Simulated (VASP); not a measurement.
Here is a VASP 6.6.1 calculation.

File INCAR:

```
PREC     = Accurate       # precision mode
ENCUT    = 520            # plane-wave cutoff, eV
EDIFF    = 1E-6           # SCF threshold, eV
ISMEAR   = 0              # smearing method
SIGMA    = 0.02           # smearing width, eV
LREAL    = False          # projectors in reciprocal space
LASPH    = True           # aspherical terms in the spheres
NELM     = 100            # most SCF steps
ALGO     = Normal         # electronic algorithm
ISIF     = 2              # what is computed and relaxed
LWAVE    = False          # write WAVECAR
LCHARG   = False          # write CHGCAR
GGA      = PE             # functional
NBANDS   = 16             # bands
```

Contents of KPOINTS:

```
regular mesh
0
Gamma
  12 12 6
```

Contents of POSCAR:

```
SiC
1.0
    3.0919365166      0.0000000000      0.0000000000
   -1.5459682583      2.6776955702      0.0000000000
    0.0000000000      0.0000000000      5.0742922908
Si C
2 2
Direct
    0.3333333333      0.6666666667      0.4995817069
    0.6666666667      0.3333333333      0.9995817069
    0.3333333333      0.6666666667      0.8754182931
    0.6666666667      0.3333333333      0.3754182931
```

Potentials or basis: VASP PAW PBE potentials, release 64 (Si, C).

Run with:

```console
$ cat potpaw_PBE.64/Si/POTCAR potpaw_PBE.64/C/POTCAR > POTCAR
$ mpirun -np 1 vasp_std > vasp.out
```

(1) Estimate the band gap on the k mesh.

(2) Estimate the pressure.

## Answers

(1) 2.30 eV (least direct gap 3.94 eV).

(2) 0.0 GPa.
